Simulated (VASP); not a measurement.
Input of a VASP 6.6.1 run:

File INCAR:

```
SYSTEM = Sc
PREC = Accurate
ENCUT = 520
EDIFF = 1E-6
ISMEAR = 0
SIGMA = 0.05
LREAL = .FALSE.
LASPH = .TRUE.
NELM = 100
ALGO = Fast
ISIF = 2
LWAVE = .FALSE.
LCHARG = .TRUE.
GGA = PE
LELF = .TRUE.
LVHAR = .TRUE.
NBANDS = 18
```

The input KPOINTS:

```
Automatic mesh
0
G
  12 12 6
  0 0 0
```

The input POSCAR:

```
Sc
1.0
    3.3176022551      0.0000000000      0.0000000000
   -1.6588011275      2.8731278326      0.0000000000
    0.0000000000      0.0000000000      5.1647115887
Sc
2
Direct
    0.3333333333      0.6666666667      0.7500000000
    0.6666666667      0.3333333333      0.2500000000
```

Potentials or basis: VASP PAW PBE potentials, release 64 (Sc_sv).

The run is started by

```console
$ cat potpaw_PBE.64/Sc_sv/POTCAR > POTCAR
$ mpirun -np 1 vasp_std > vasp.out
```

Question: What does it give for the band gap on the k mesh?

Answer: Zero (bands 11 and 12 overlap by 1.47 eV).

Question: Predict the pressure.

Answer: 0.0 GPa.
